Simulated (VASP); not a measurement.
A run of VASP 6.6.1 is set up as follows.

The input INCAR:

```
SYSTEM = As
PREC = Accurate ; ENCUT = 520
EDIFF = 1E-7 ; ISMEAR = -1
SIGMA = 0.05 ; LREAL = .False.
LASPH = .True. ; NELM = 100
ALGO = Normal ; ISIF = 2
LWAVE = .False. ; LCHARG = .False.
GGA = PS ; NBANDS = 12
```

Contents of KPOINTS:

```
Automatic mesh
0
Gamma
  12 12 12
  0 0 0
```

File POSCAR:

```
As
1.0
    1.8929275864      1.0928822516      3.7349508970
   -1.8929275864      1.0928822516      3.7349508970
    0.0000000000     -2.1857645032      3.7349508970
As
2
Direct
    0.2244335900      0.2244335900      0.2244335900
    0.7755664100      0.7755664100      0.7755664100
```

Potentials or basis: VASP PAW PBE potentials, release 64 (As).

The run is started by

```console
$ cat potpaw_PBE.64/As/POTCAR > POTCAR
$ mpirun -np 1 vasp_std > vasp.out
```

(1) Predict the largest force.

(2) Predict the band gap on the k mesh.

(3) What does it give for the pressure?

Answers

(1) 0.056 eV/Å.

(2) zero (bands 5 and 6 overlap by 0.49 eV).

(3) -2.7 GPa.

Caveat: the PAW data sets were made with another functional, which shifts forces and pressure a little.
